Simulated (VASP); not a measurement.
Runs of VASP 6.6.1 on Mg. The structure is that of space group Pm-3m (No. 221), or close to it. The cells are those of the table. This isn't the form of Mg at room conditions, which is hcp.

```tsv
spin	cell	k mesh	gap on the mesh (eV)	pressure (GPa)
off	a = 2.994 Å, 1 atom	17 × 17 × 17	none	-0.1
off	a = 2.869 Å, 1 atom	12 × 12 × 12	none	3.9
off	a = 2.994 Å, 1 atom	11 × 11 × 11	none	-0.1
off	a = 2.994 Å, 1 atom	6 × 6 × 6	none	0.1
non-collinear, zero start, SOC	a = 2.994 Å, 1 atom	11 × 11 × 11	-	-0.1
off	a = 3.033 Å, 1 atom	12 × 12 × 12	none	(a)
off	a = 3.071 Å, 1 atom	12 × 12 × 12	none	-1.7
off	a = 2.953 Å, 1 atom	12 × 12 × 12	none	(b)
```

Alike in all rows: task single point; level r2SCAN; potentials or basis VASP PAW PBE potentials, release 64 (Mg); cutoff (eV) 520; smearing fermi-dirac 0.1 eV.

**Question.** Fill in the values left out.

**Answer.** (a) -1.0; (b) 1.0.

Caveats: the PAW data sets were made with another functional, which shifts forces and pressure a little; the cell stands under pressure (at least some runs).

A gap of «none» marks levels without a gap at the run's occupations.
